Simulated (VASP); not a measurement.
# Pb (C2/c) in VASP: single point with PBE

Aim: the single point of Pb with PBE.

All numbers are computed with VASP 6.6.1; they aren't measurements. Logs are shortened: lines on timing, memory, paths and dates and some standing lists are left out, and cuts for length are marked.

## 1. The cell of the first run

The structure is monoclinic, space group C2/c (No. 15). Conventional cell: a = 3.414 Å, b = 11.117 Å, c = 3.551 Å, α = 90.00°, β = 102.95°, γ = 90.00°. Pb (site symmetry 2) has 12 Pb at 3.37 to 4.34 Å within 4.4 Å.

## 2. Single point, PBE

Input file INCAR:

```
ALGO = Normal ; EDIFF = 1E-6
ENCUT = 520 ; GGA = PE
ISIF = 2 ; ISMEAR = -1
ISYM = 0 ; LASPH = T
LCHARG = T ; LELF = T
LREAL = F ; LVHAR = T
LWAVE = F ; NBANDS = 21
NELM = 80 ; PREC = Accurate
SIGMA = 0.1
```

Input file KPOINTS:

```
k-points
0
Gamma
  11 11 7
```

Input file POSCAR:

```
Pb
1.0
   -4.0689353775      3.7916203564      1.6958960509
    3.7916203564     -4.0689353775      1.6958960509
    2.6437528636      2.6437528636     -2.2037990200
Pb
2
Direct
    0.9911817830      0.0088182170      1.0000000000
    0.7588182170      0.2411817830      0.5000000000
```

Potentials or basis: VASP PAW PBE potentials, release 64 (Pb_d).

On the command line:

```
$ cat potpaw_PBE.64/Pb_d/POTCAR > POTCAR
$ mpirun -np 1 vasp_std > vasp.out
```

OUTCAR:

```text
EDIFF = 1E-6
   ENCUT = 520
   GGA = PE
   ISIF = 2
   ISMEAR = -1
   ISYM = 0
   LASPH = T
   LREAL = F
   NELM = 80
   PREC = Accurate

 ion  position               nearest neighbor table
   1  0.991  0.009  0.000-   2 3.37   2 3.37   2 3.46   2 3.46   2 3.75   2 3.75
   2  0.759  0.241  0.500-   1 3.37   1 3.37   1 3.46   1 3.46   1 3.75   1 3.75

IMPORTANT INFORMATION: All symmetrisations will be switched off!
NOSYMM: (Re-)initialisation of all symmetry stuff for point group C_1.

----------------------------------------------------------------------------------------

                                     Primitive cell

  volume of cell :      65.6821

  direct lattice vectors                    reciprocal lattice vectors
    -4.068935377  3.791620356  1.695896051     0.068261888  0.195479356  0.316393038
     3.791620356 -4.068935377  1.695896051     0.195479356  0.068261888  0.316393038
     2.643752864  2.643752864 -2.203799020     0.202957588  0.202957588  0.033187876

  length of vectors
     5.814523493  5.814523493  4.339998678     0.378122227  0.378122227  0.288937710

  position of ions in fractional coordinates (direct lattice)
     0.991181783  0.008818217  0.000000000
     0.758818217  0.241181783  0.500000000

  ion indices of the primitive-cell ions
   primitive index   ion index
                 1           1
                 2           2

----------------------------------------------------------------------------------------

 KPOINTS: k-points

Automatic generation of k-mesh.
 Grid dimensions read from file:
 generate k-points for:   11   11    7

 Generating k-lattice:

  Cartesian coordinates                     Fractional coordinates (reciprocal lattice)
     0.006205626  0.017770851  0.028763003     0.090909091 -0.000000000  0.000000000
     0.017770851  0.006205626  0.028763003    -0.000000000  0.090909091  0.000000000
     0.028993941  0.028993941  0.004741125     0.000000000  0.000000000  0.142857143

  Length of vectors
     0.034374748  0.034374748  0.041276816

  Shift w.r.t. Gamma in fractional coordinates (k-lattice)
     0.000000000  0.000000000  0.000000000

 Subroutine IBZKPT returns following result:
 ===========================================

 Found    424 irreducible k-points:

 Following reciprocal coordinates:
            Coordinates               Weight
  0.000000  0.000000  0.000000      1.000000
  0.090909  0.000000  0.000000      2.000000
 -0.000000 -0.090909  0.000000      2.000000
  0.181818  0.000000  0.000000      2.000000
  0.000000 -0.181818 -0.000000      2.000000
  0.272727  0.000000  0.000000      2.000000
[... 16 lines left out ...]
 -0.363636  0.090909 -0.000000      2.000000
 -0.090909  0.363636  0.000000      2.000000
 [... further k-points ...]
   k-points           NKPTS =    424   k-points in BZ     NKDIM =    424   number of bands    NBANDS=     21
   number of dos      NEDOS =    301   number of ions     NIONS =      2
   total plane-waves  NPLWV =  73728
   dimension x,y,z NGX =    48 NGY =   48 NGZ =   32
   dimension x,y,z NGXF=    96 NGYF=   96 NGZF=   64
   ions per type =               2
   NGX,Y,Z   is equivalent  to a cutoff of  13.72, 13.72, 12.26 a.u.
   NGXF,Y,Z  is equivalent  to a cutoff of  27.45, 27.45, 24.52 a.u.
 SYSTEM =  unknown system
   PREC   = accura    normal or accurate (medium, high low for compatibility)
   ISTART =      0    job   : 0-new  1-cont  2-samecut
   ICHARG =      2    charge: 1-file 2-atom 10-const
   ISPIN  =      1    spin polarized calculation?
   LNONCOLLINEAR =      F non collinear calculations
   LSORBIT =      F    spin-orbit coupling
   LASPH  =      T    aspherical Exc in radial PAW
   ENCUT  =  520.0 eV  38.22 Ry    6.18 a.u.  10.81 10.81  8.07*2*pi/ulx,y,z
   NELM   =     80;   NELMIN=  2; NELMDL= -5     # of ELM steps
   EDIFF  = 0.1E-05   stopping-criterion for ELM
   LREAL  =      F    real-space projection
   EDIFFG = 0.1E-04   stopping-criterion for IOM
   NSW    =      0    number of steps for IOM
   IBRION =     -1    ionic relax: 0-MD 1-quasi-New 2-CG
   NFREE  =      0    steps in history (QN), initial steepest desc. (CG)
   ISIF   =      2    stress and relaxation
   ISYM   =      0    0-nonsym 1-usesym 2-fastsym
   POTIM  = 0.5000    time-step for ionic-motion
   TEBEG  =    0.0;   TEEND  =   0.0 temperature during run
   PSTRESS=    0.0 pullay stress
   NELECT =      28.0000    total number of electrons
   NUPDOWN=      -1.0000    fix difference up-down
   EMIN   =  10.00;   EMAX   =-10.00  energy-range for DOS
   EFERMI =   0.00;   METHOD = LEGACY
   ISMEAR =    -1;   SIGMA  =   0.10  broadening in eV -4-tet -1-fermi 0-gaus
   EFERMI_NEDOS =   21; number of points for ismear=-14 and -15
   IALGO  =     38    algorithm
   IMIX   =      4    mixing-type and parameters
     AMIX     =   0.40;   BMIX     =  1.00
     AMIX_MAG =   1.60;   BMIX_MAG =  1.00
  volume/ion in A,a.u.               =      32.84       221.62
  Fermi-wavevector in a.u.,A,eV,Ry     =   1.232098  2.328327 20.654521  1.518065
  Thomas-Fermi vector in A             =   2.366881
   LORBIT       =      0    0 simple, 1 ext, 2 COOP (PROOUT), +10 PAW based schemes
   GGA     = PE    functional components
   LHFCALC =     F    Hartree Fock is set to
   AEXX    =    0.0000 exact exchange contribution
   IVDW    =     0    specifies the selected vdW correction
   LEPSILON=     F    determine dielectric tensor
   LRPA    =     F    only Hartree local field effects (RPA)
 non-spin polarized calculation
  energy-cutoff  :      520.00
  volume of cell :       65.68
 maximum number of plane-waves:      1786
 NGX is ok and might be reduce to    48
   NGX = 21   NGY = 21   NGZ = 17

 number of electron      28.0000002 magnetization

 Free energy of the ion-electron system (eV)
  ---------------------------------------------------
  ext. energy  EPLUGINS =         0.00000000
  ---------------------------------------------------
  free energy    TOTEN  =        -7.03483912 eV

  energy without entropy =       -6.99885793  energy(sigma->0) =       -7.01684853

 E-fermi :   6.3681     XC(G=0):  -9.7744

 val. band max:        6.3511557782   @ k =  -0.3636   0.1818  -0.1429
 cond. band min:       6.3685484646   @ k =  -0.0909   0.3636   0.2857
 fundamental gap:      0.0173926863
 Fermi energy:         6.3681232832

 k-point     1 :       0.0000    0.0000    0.0000
  band No.  band energies     occupation
      1     -10.7630      2.00000
      2     -10.7281      2.00000
      3     -10.6676      2.00000
      4     -10.6529      2.00000
      5     -10.5930      2.00000
      6     -10.5001      2.00000
[... 565 lines left out ...]
     20      14.2708      0.00000
     21      16.2361      0.00000

 [... further k-points ...]
[... 5 lines left out ...]
  --------------------------------------------------------------------------------------
  -------------------------------------------------------------------------------------
  Total       -0.0240485     -0.0240532     -0.0213117     -0.0069283      0.0014368      0.0014326
  in kB       -0.5866127     -0.5867261     -0.5198536     -0.1690006      0.0350478      0.0349460
  external PRESSURE =      -0.5643974 kB  Pullay stress =       0.0000000 kB

 VOLUME and BASIS-vectors are now :
 -----------------------------------------------------------------------------
  energy-cutoff  :      520.00
  volume of cell :       65.68
      direct lattice vectors                 reciprocal lattice vectors
    -4.068935377  3.791620356  1.695896051     0.068261888  0.195479356  0.316393038
     3.791620356 -4.068935377  1.695896051     0.195479356  0.068261888  0.316393038
     2.643752864  2.643752864 -2.203799020     0.202957588  0.202957588  0.033187876

 POSITION                                       TOTAL-FORCE (eV/Angst)
 -----------------------------------------------------------------------------------
     -3.99962      3.72230      1.69590         0.001149     -0.001147      0.000005
     -0.85124      3.21767      0.59400        -0.001149      0.001147     -0.000005
 -----------------------------------------------------------------------------------
    total drift:                               -0.000011      0.000017     -0.000002

  FREE ENERGIE OF THE ION-ELECTRON SYSTEM (eV)
  ---------------------------------------------------
  free  energy   TOTEN  =        -7.0348391211 eV

  energy  without entropy=       -6.9988579307  energy(sigma->0) =       -7.01684853
```

OSZICAR:

```text
N       E                     dE             d eps       ncg     rms          rms(c)
DAV:   1     0.292376627980E+03    0.29238E+03   -0.13847E+04 17823   0.157E+03
DAV:   2     0.138741817870E+02   -0.27850E+03   -0.27242E+03 17968   0.404E+02
DAV:   3    -0.634800002306E+01   -0.20222E+02   -0.20035E+02 21316   0.135E+02
DAV:   4    -0.701775119052E+01   -0.66975E+00   -0.66945E+00 21355   0.282E+01
DAV:   5    -0.705505592198E+01   -0.37305E-01   -0.37304E-01 26032   0.588E+00    0.739E-01
DAV:   6    -0.703828523889E+01    0.16771E-01   -0.35715E-02 24699   0.246E+00    0.386E-01
DAV:   7    -0.703479868100E+01    0.34866E-02   -0.14178E-02 24502   0.150E+00    0.138E-01
DAV:   8    -0.703484007100E+01   -0.41390E-04   -0.11114E-03 23978   0.434E-01    0.147E-02
DAV:   9    -0.703483966667E+01    0.40433E-06   -0.35061E-05 24015   0.791E-02    0.817E-03
DAV:  10    -0.703483912112E+01    0.54555E-06   -0.38714E-06 17465   0.167E-02
   1 F= -.70348391E+01 E0= -.70168485E+01  d E =-.359812E-01
```

It took 11 min on 1 thread of Intel Xeon Platinum 8259CL at 2.50GHz (Skylake/Cascade Lake), shared host; peak memory 0.59 GiB.

Results:

* Free energy: -7.0348 eV
* Pressure: -0.1 GPa
* Band gap on the k mesh: zero (band 14 reaches 9.55 eV, above the bottom of band 15 at 4.80 eV)

Levels at points of the mesh, in eV from the Fermi level:
```
           k point  band 10  band 11  band 12  band 13  band 14  band 15  band 16  band 17  band 18  band 19
(0.00, 0.00, 0.00)   -16.72   -11.31    -7.51    -3.54     2.64     4.95     5.54     6.09     6.71     7.33
```

Caveat: spin-orbit coupling is left out, which moves the levels of the heavy elements.
